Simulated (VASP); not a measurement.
Wanted: the native input for a VASP 6.6.1 run.

| Quantity | Value |
| --- | --- |
| Task | single point |
| Functional | r2SCAN |
| Potentials or basis | VASP PAW PBE potentials, release 64 (Ni, Ge_d) |
| Cutoff | 520 eV |
| k mesh | 12 × 12 × 8 |
| Occupations | gaussian, width 0.1 eV |
| Spin | no spin polarisation |
| Dipole correction | no |
| Further INCAR settings | ALGO = Normal; EDIFF = 1e-06; NBANDS = 43 |

Ni2Ge:

```xyz
6
Lattice="3.8588 0.0000 0.0000 -1.9294 3.3418 0.0000 0.0000 0.0000 4.8863" Properties=species:S:1:pos:R:3 pbc="T T T"
Ni    1.9294    1.1139    1.2216
Ni    0.0000    2.2279    3.6647
Ni    0.0000    0.0000    0.0000
Ni    0.0000    0.0000    2.4431
Ge    1.9294    1.1139    3.6647
Ge    0.0000    2.2279    1.2216
```

This cell differs from its parent crystal: equal strain along all axes, cell held: -3.0 %.

The input as run:

POSCAR

```
Ni2Ge
1.0
    3.8587963075      0.0000000000      0.0000000000
   -1.9293981538      3.3418156304      0.0000000000
    0.0000000000      0.0000000000      4.8862543034
Ni Ge
4 2
Direct
    0.6666666667      0.3333333333      0.2500000000
    0.3333333333      0.6666666667      0.7500000000
    0.0000000000      0.0000000000      0.0000000000
    0.0000000000      0.0000000000      0.5000000000
    0.6666666667      0.3333333333      0.7500000000
    0.3333333333      0.6666666667      0.2500000000
```

INCAR.step1

```
SYSTEM = Ni2Ge
ALGO = Normal
EDIFF = 1E-4
ENCUT = 520
GGA = PE
ISMEAR = 0
LASPH = .TRUE.
LCHARG = .FALSE.
LREAL = .FALSE.
LWAVE = .TRUE.
NBANDS = 43
NELM = 60
PREC = Accurate
SIGMA = 0.1
```

INCAR.step2

```
SYSTEM = Ni2Ge
ALGO = Normal
EDIFF = 1E-6
ENCUT = 520
ISIF = 2
ISMEAR = 0
ISTART = 1
LASPH = .TRUE.
LCHARG = .TRUE.
LELF = .TRUE.
LMIXTAU = .TRUE.
LREAL = .FALSE.
LVHAR = .TRUE.
LWAVE = .FALSE.
METAGGA = R2SCAN
NBANDS = 43
NELM = 60
PREC = Accurate
SIGMA = 0.1
```

KPOINTS

```
k-points
0
G
  12 12 8
  0 0 0
```

Potentials or basis: VASP PAW PBE potentials, release 64 (Ni, Ge_d).

Run with:

```console
$ cat potpaw_PBE.64/Ni/POTCAR potpaw_PBE.64/Ge_d/POTCAR > POTCAR
$ cp INCAR.step1 INCAR
$ mpirun -np 1 vasp_std > vasp.out
$ cp INCAR.step2 INCAR
$ mpirun -np 1 vasp_std > vasp.out
```

It gave:

```
Pressure               : 22.9 GPa
Band gap on the k mesh : zero (bands 34 and 35 overlap by 3.59 eV)
```

Caveat: the cell differs from its parent crystal (equal strain along all axes, cell held: -3.0 %); the cell stands under pressure; the PAW data sets were made with another functional, which shifts forces and pressure a little.

Run time: 10 min on 1 thread of Intel(R) Xeon(R) 6975P-C (Granite Rapids), on a shared host, peak memory 0.32 GiB.
